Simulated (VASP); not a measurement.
Runs of VASP 6.6.1 on ZnRe. The structure is that of space group Pm-3m (No. 221), or close to it. The cells are those of the table. 

```tsv
task	cell	k mesh	cutoff (eV)	gap on the mesh (eV)	pressure (GPa)	relaxed volume (Å³/atom)
relaxation of cell and atoms	relaxed from a = 3.101 Å, 2 atoms	6 × 6 × 6	600	none	-0.3	14.16
single point	a = 3.041 Å, 2 atoms	18 × 18 × 18	520	none	0.6	-
single point	a = 3.101 Å, 2 atoms	6 × 6 × 6	520	none	(a)	-
single point	a = 3.044 Å, 2 atoms	6 × 6 × 6	520	none	0.6	-
relaxation of cell and atoms	relaxed from a = 3.044 Å, 2 atoms	18 × 18 × 18	600	none	0.0	14.10
```

Alike in all rows: level PBE; potentials or basis VASP PAW PBE potentials, release 64 (Zn, Re); no spin polarisation; smearing gaussian 0.1 eV.

Estimate the missing entries.

(a) -10.4.

Caveats: spin-orbit coupling is left out, which moves the levels of the heavy elements.

A k mesh can miss the band edges, and the runs leave out spin-orbit coupling on Re.

A gap of «none» marks levels without a gap at the run's occupations.
